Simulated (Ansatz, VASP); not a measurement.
## One calculation of SnO, two programs

INCAR

```
PREC = Accurate
ENCUT = 600
EDIFF = 1E-6
ISMEAR = 0
SIGMA = 0.05
LREAL = F
LASPH = T
NELM = 60
ALGO = Normal
ISIF = 3
LWAVE = F
LCHARG = F
GGA = PE
IVDW = 12
IBRION = 2
NSW = 80
EDIFFG = -0.01
```

The input KPOINTS:

```
regular mesh
0
Gamma
  10 10 8
```

POSCAR

```
SnO
1.0
    3.7986000000      0.0000000000      0.0000000000
    0.0000000000      3.7986000000      0.0000000000
    0.0000000000      0.0000000000      4.8408000000
Sn O
2 2
Direct
    0.5000000000      0.0000000000      0.2369000000
    0.0000000000      0.5000000000      0.7631000000
    0.0000000000      0.0000000000      0.0000000000
    0.5000000000      0.5000000000      0.0000000000
```

Input for Ansatz:

```yaml
crystal:
  lattice:
    - [3.7986, 0.0, 0.0]
    - [0.0, 3.7986, 0.0]
    - [0.0, 0.0, 4.8408]
  atoms:
    - { symbol: Sn, position: [0.5, 0.0, 0.2369] }
    - { symbol: Sn, position: [0.0, 0.5, 0.7631] }
    - { symbol: O, position: [0.0, 0.0, 0.0] }
    - { symbol: O, position: [0.5, 0.5, 0.0] }
basis:
  ecutwfc: 420
  ecutrho_ratio: 4
kpoints:
  mp_grid: { grid: [10, 10, 8] }
hamiltonian:
  xc: pbe
  dispersion: d3bj
  pseudopotentials: { kind: paw, frozen_core: stored }
scf:
  occupations: { method: gaussian, width: 0.05 }
output:
  forces: true
  stress: true
  eigenvalues: true
relax:
  f_tol: 0.01
  max_steps: 60
  cell: { stress_tol: 0.04 }
```

Alike in both runs: task relaxation of cell and atoms; functional PBE; dispersion D3(BJ); k mesh 10 × 10 × 8; occupations gaussian, width 0.05 eV; no spin polarisation.

|  | VASP | Ansatz |
| --- | --- | --- |
| version | VASP 6.6.1 | Ansatz 0.2.0 |
| potentials or method | VASP PAW PBE potentials, release 64 (Sn_d, O), cutoff 600 eV | scalar-relativistic, plane waves, PAW |
| valence electrons in the cell | 40 | 40 |

Ansatz gave:

* gap on the k mesh at the Fermi level, each at its own relaxed structure (eV): none
* relaxed volume (Å³/atom): 17.52
* relaxed cell length with the largest relative difference (Å): 4.760

Problem. Which values does VASP return?

Solution. gap on the k mesh at the Fermi level, each at its own relaxed structure (eV): none; relaxed volume (Å³/atom): 17.43; relaxed cell length with the largest relative difference (Å): 4.735.

A gap of «none» marks a metal or a gap that the smearing closes.
